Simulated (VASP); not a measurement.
A run of VASP 6.6.1 is set up as follows.

INCAR

```
ALGO = Normal
EDIFF = 1E-7
ENCUT = 520
GGA = CA
ISIF = 2
ISMEAR = 1
LASPH = T
LCHARG = T
LELF = T
LREAL = F
LVHAR = T
LWAVE = F
NBANDS = 20
NELM = 80
PREC = Accurate
SIGMA = 0.025
```

KPOINTS

```
k-points
0
Gamma
  9 9 9
```

POSCAR

```
PbO2
1.0
    0.0000000000      2.7019920000      2.7019920000
    2.7019920000      0.0000000000      2.7019920000
    2.7019920000      2.7019920000      0.0000000000
Pb O
1 2
Direct
    0.0000000000      0.0000000000      0.0000000000
    0.7500000000      0.7500000000      0.7500000000
    0.2500000000      0.2500000000      0.2500000000
```

Potentials or basis: VASP PAW LDA potentials, release 64 (Pb_d, O).

Command:

```console
$ cat potpaw_LDA.64/Pb_d/POTCAR potpaw_LDA.64/O/POTCAR > POTCAR
$ mpirun -np 1 vasp_std > vasp.out
```

What does it give for the band gap on the k mesh?

Zero (bands 13 and 14 overlap by 1.17 eV).

Estimate the pressure.

-9.8 GPa.

Caveat: the cell stands under tension; spin-orbit coupling is left out, which moves the levels of the heavy elements.
